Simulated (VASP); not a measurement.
# Sc3C (Pm-3m) in VASP: further runs

Sc3C is run at these levels: PBE; tasks: single point, relaxation of cell and atoms.

All numbers are computed with VASP 6.6.1; they aren't measurements. Logs are shortened: lines on timing, memory, paths and dates and some standing lists are left out, and cuts for length are marked.

## (1) The cell of the first run

Symmetry: Pm-3m, No. 221, cubic system. The conventional cell has a = 4.000 Å, b = 4.000 Å, c = 4.000 Å, α = 90.00°, β = 90.00°, γ = 90.00°. Within 3.7 Å of Sc (site symmetry 4/mmm) lie 8 Sc at 2.83 Å and 4 C at 2.83 Å. C (site symmetry m-3m) has 12 Sc at 2.83 Å within 3.7 Å.

## (2) Single point, PBE

The input, INCAR:

```
SYSTEM = Sc3C
PREC = Accurate
ENCUT = 520
EDIFF = 1E-6
ISMEAR = 0
SIGMA = 0.1
LREAL = .FALSE.
LASPH = .TRUE.
NELM = 100
ALGO = Normal
ISIF = 2
LWAVE = .FALSE.
LCHARG = .TRUE.
GGA = PE
LELF = .TRUE.
LVHAR = .TRUE.
NBANDS = 26
```

The input, KPOINTS:

```
regular mesh
0
G
  4 4 4
  0 0 0
```

The input, POSCAR:

```
Sc3C
1.0
    4.0001878070      0.0000000000      0.0000000000
    0.0000000000      4.0001878070      0.0000000000
    0.0000000000      0.0000000000      4.0001878070
Sc C
3 1
Direct
    0.0000000000      0.5000000000      0.5000000000
    0.5000000000      0.0000000000      0.5000000000
    0.5000000000      0.5000000000      0.0000000000
    0.0000000000      0.0000000000      0.0000000000
```

Potentials or basis: VASP PAW PBE potentials, release 64 (Sc_sv, C).

On the command line:

```
$ cat potpaw_PBE.64/Sc_sv/POTCAR potpaw_PBE.64/C/POTCAR > POTCAR
$ mpirun -np 1 vasp_std > vasp.out
```

OUTCAR:

```text
SYSTEM = Sc3C
   PREC = Accurate
   ENCUT = 520
   EDIFF = 1E-6
   ISMEAR = 0
   LREAL = .FALSE.
   LASPH = .TRUE.
   NELM = 100
   ISIF = 2
   GGA = PE

 ion  position               nearest neighbor table
   1  0.000  0.500  0.500-   2 2.83   3 2.83   3 2.83   2 2.83   2 2.83   3 2.83   3 2.83   2 2.83

   2  0.500  0.000  0.500-   1 2.83   3 2.83   3 2.83   1 2.83   3 2.83   3 2.83   1 2.83   1 2.83

   3  0.500  0.500  0.000-   1 2.83   2 2.83   1 2.83   2 2.83   2 2.83   2 2.83   1 2.83   1 2.83

   4  0.000  0.000  0.000-

  LATTYP: Found a simple cubic cell.
 ALAT       =     4.0001878070

  Lattice vectors:

 A1 = (   4.0001878070,   0.0000000000,   0.0000000000)
 A2 = (   0.0000000000,   4.0001878070,   0.0000000000)
 A3 = (   0.0000000000,   0.0000000000,   4.0001878070)

Analysis of symmetry for initial positions (statically):
=====================================================================
 Subroutine PRICEL returns:
 Original cell was already a primitive cell.

 Routine SETGRP: Setting up the symmetry group for a
 simple cubic supercell.

 Subroutine GETGRP returns: Found 48 space group operations
 (whereof 48 operations were pure point group operations)
 out of a pool of 48 trial point group operations.

The static configuration has the point symmetry O_h .

Analysis of symmetry for dynamics (positions and initial velocities):
=====================================================================
 Subroutine PRICEL returns:
 Original cell was already a primitive cell.

 Routine SETGRP: Setting up the symmetry group for a
 simple cubic supercell.

 Subroutine GETGRP returns: Found 48 space group operations
 (whereof 48 operations were pure point group operations)
 out of a pool of 48 trial point group operations.

The dynamic configuration has the point symmetry O_h .

 Subroutine INISYM returns: Found 48 space group operations
 (whereof 48 operations are pure point group operations),
 and found     1 'primitive' translations

----------------------------------------------------------------------------------------

                                     Primitive cell

  volume of cell :      64.0090

  direct lattice vectors                    reciprocal lattice vectors
     4.000187807  0.000000000  0.000000000     0.249988263  0.000000000  0.000000000
[... 74 lines left out ...]
   NELM   =    100;   NELMIN=  2; NELMDL= -5     # of ELM steps
   EDIFF  = 0.1E-05   stopping-criterion for ELM
   LREAL  =      F    real-space projection
   EDIFFG = 0.1E-04   stopping-criterion for IOM
   NSW    =      0    number of steps for IOM
   IBRION =     -1    ionic relax: 0-MD 1-quasi-New 2-CG
   NFREE  =      0    steps in history (QN), initial steepest desc. (CG)
   ISIF   =      2    stress and relaxation
   ISYM   =      2    0-nonsym 1-usesym 2-fastsym
   POTIM  = 0.5000    time-step for ionic-motion
   TEBEG  =    0.0;   TEEND  =   0.0 temperature during run
   PSTRESS=    0.0 pullay stress
   NELECT =      37.0000    total number of electrons
   NUPDOWN=      -1.0000    fix difference up-down
   EMIN   =  10.00;   EMAX   =-10.00  energy-range for DOS
   EFERMI =   0.00;   METHOD = LEGACY
   ISMEAR =     0;   SIGMA  =   0.10  broadening in eV -4-tet -1-fermi 0-gaus
   EFERMI_NEDOS =   21; number of points for ismear=-14 and -15
   IALGO  =     38    algorithm
   IMIX   =      4    mixing-type and parameters
     AMIX     =   0.40;   BMIX     =  1.00
     AMIX_MAG =   1.60;   BMIX_MAG =  1.00
  volume/ion in A,a.u.               =      16.00       107.99
  Fermi-wavevector in a.u.,A,eV,Ry     =   1.363730  2.577076 25.303560  1.859759
  Thomas-Fermi vector in A             =   2.490107
   LORBIT       =      0    0 simple, 1 ext, 2 COOP (PROOUT), +10 PAW based schemes
   GGA     = PE    functional components
   LHFCALC =     F    Hartree Fock is set to
   AEXX    =    0.0000 exact exchange contribution
   IVDW    =     0    specifies the selected vdW correction
   LEPSILON=     F    determine dielectric tensor
   LRPA    =     F    only Hartree local field effects (RPA)
 non-spin polarized calculation
 Gauss-broadening in eV      SIGMA  =   0.10
  energy-cutoff  :      520.00
  volume of cell :       64.01
 maximum number of plane-waves:      1750
 NGX is ok and might be reduce to    30
   NGX = 15   NGY = 15   NGZ = 15

 number of electron      37.0000021 magnetization

 Free energy of the ion-electron system (eV)
  ---------------------------------------------------
  ext. energy  EPLUGINS =         0.00000000
  ---------------------------------------------------
  free energy    TOTEN  =       -25.36306727 eV

  energy without entropy =      -25.32617246  energy(sigma->0) =      -25.34461987

 E-fermi :   5.7017     XC(G=0): -11.1315

 val. band max:        5.6347754834   @ k =   0.5000   0.2500   0.0000
 cond. band min:       5.7032442025   @ k =   0.2500   0.2500   0.0000
 fundamental gap:      0.0684687191
 Fermi energy:         5.7017043867

 k-point     1 :       0.0000    0.0000    0.0000
  band No.  band energies     occupation
      1     -43.5113      2.00000
      2     -43.1907      2.00000
      3     -43.1907      2.00000
      4     -22.5372      2.00000
      5     -22.5372      2.00000
      6     -22.5372      2.00000
[... 279 lines left out ...]
     25       8.5551      0.00000
     26       8.5551      0.00000

------------------------ aborting loop because EDIFF is reached ----------------------------------------

  FORCE on cell =-STRESS in cart. coord.  units (eV):
  Direction    XX          YY          ZZ          XY          YZ          ZX
  --------------------------------------------------------------------------------------
  -------------------------------------------------------------------------------------
  Total        0.6673903      0.6673903      0.6673903     -0.0000000     -0.0000000     -0.0000000
  in kB       16.7051103     16.7051103     16.7051103     -0.0000000     -0.0000000     -0.0000000
  external PRESSURE =      16.7051103 kB  Pullay stress =       0.0000000 kB

 VOLUME and BASIS-vectors are now :
 -----------------------------------------------------------------------------
  energy-cutoff  :      520.00
  volume of cell :       64.01
      direct lattice vectors                 reciprocal lattice vectors
     4.000187807  0.000000000  0.000000000     0.249988263  0.000000000  0.000000000
     0.000000000  4.000187807  0.000000000     0.000000000  0.249988263  0.000000000
     0.000000000  0.000000000  4.000187807     0.000000000  0.000000000  0.249988263

 POSITION                                       TOTAL-FORCE (eV/Angst)
 -----------------------------------------------------------------------------------
      0.00000      2.00009      2.00009         0.000000      0.000000      0.000000
      2.00009      0.00000      2.00009         0.000000      0.000000      0.000000
      2.00009      2.00009      0.00000         0.000000      0.000000      0.000000
      0.00000      0.00000      0.00000         0.000000      0.000000      0.000000
 -----------------------------------------------------------------------------------
    total drift:                                0.000000      0.000000     -0.000000

  FREE ENERGIE OF THE ION-ELECTRON SYSTEM (eV)
  ---------------------------------------------------
  free  energy   TOTEN  =       -25.3630672661 eV

  energy  without entropy=      -25.3261724642  energy(sigma->0) =      -25.34461987
```

Run time: 33 s. Hardware: 1 thread of Intel Xeon 8259CL, shared host; peak memory 0.17 GiB.

What came out:

```yaml
Free_energy: -25.3631 eV
Pressure: 1.7 GPa
Band_gap_on_the_k_mesh: zero (an odd number of electrons rules out a gap without spin polarisation)
```

Levels at points of the mesh, in eV from the Fermi level:
```csv
k point,band 14,band 15,band 16,band 17,band 18,band 19,band 20,band 21,band 22,band 23
"(0.00, 0.00, 0.00)",-3.83,-1.14,-1.14,-1.00,-1.00,-1.00,-0.83,-0.83,-0.83,1.43
"(0.50, 0.00, 0.00)",-4.52,-2.13,-2.11,-2.11,-0.31,0.45,1.28,1.28,1.52,2.15
"(0.50, 0.50, 0.00)",-3.49,-3.49,-2.48,-0.96,0.20,0.20,0.22,1.48,1.48,2.52
"(0.50, 0.50, 0.50)",-2.16,-2.16,-2.16,-1.55,-1.55,-1.55,1.47,1.47,1.47,1.65
```

Caveat: the k points lie up to 0.39 Å⁻¹ apart, too coarse for converged energies and pressures of a metal.

[end of part 1 of 2]

The gap in the log of VASP goes by the Fermi energy; the results here count the filled bands.